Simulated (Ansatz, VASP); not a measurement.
**Si: VASP beside Ansatz**

```
CELL_PARAMETERS angstrom
0.00000 5.43000 5.43000
5.43000 0.00000 5.43000
5.43000 5.43000 0.00000
ATOMIC_POSITIONS crystal
Si 0.00041 0.00054 0.00041
Si 0.12511 0.12467 0.12510
Si 0.00040 0.00058 0.49863
Si 0.12139 0.12254 0.62804
Si 0.00061 0.49819 0.00063
Si 0.12185 0.62810 0.12189
Si 0.99282 0.50272 0.50227
Si 0.12184 0.62815 0.62822
Si 0.49863 0.00056 0.00040
Si 0.62805 0.12251 0.12141
Si 0.50155 0.99535 0.50156
Si 0.62802 0.12258 0.62803
Si 0.50223 0.50269 0.99290
Si 0.62819 0.62813 0.12189
Si 0.50224 0.50277 0.50227
Si 0.62442 0.62676 0.62449
Si 0.37444 0.37673 0.37451
```

Alike in both runs: functional PBEsol; k mesh 2 × 2 × 2; occupations fermi-dirac, width 0.05 eV; no spin polarisation.

Ansatz relaxed the structure, and its values are those at the end. VASP's run is a single point on that final structure, the one shown.

|  | VASP | Ansatz |
| --- | --- | --- |
| version | VASP 6.6.1 | Ansatz 0.2.0 |
| potentials or method | VASP PAW PBE potentials, release 64 (Si), cutoff 520 eV | scalar-relativistic, plane waves, PAW |
| valence electrons in the cell | 68 | 68 |

```tsv
	VASP	Ansatz	Ansatz less VASP
rms of the force components (eV/Å)	0.010	0.009	-0.0007
```

VASP's potentials were made for PBE, not for PBEsol, and Ansatz warns of the same on its side.

The k mesh is coarse, so the values compare programs but aren't converged.
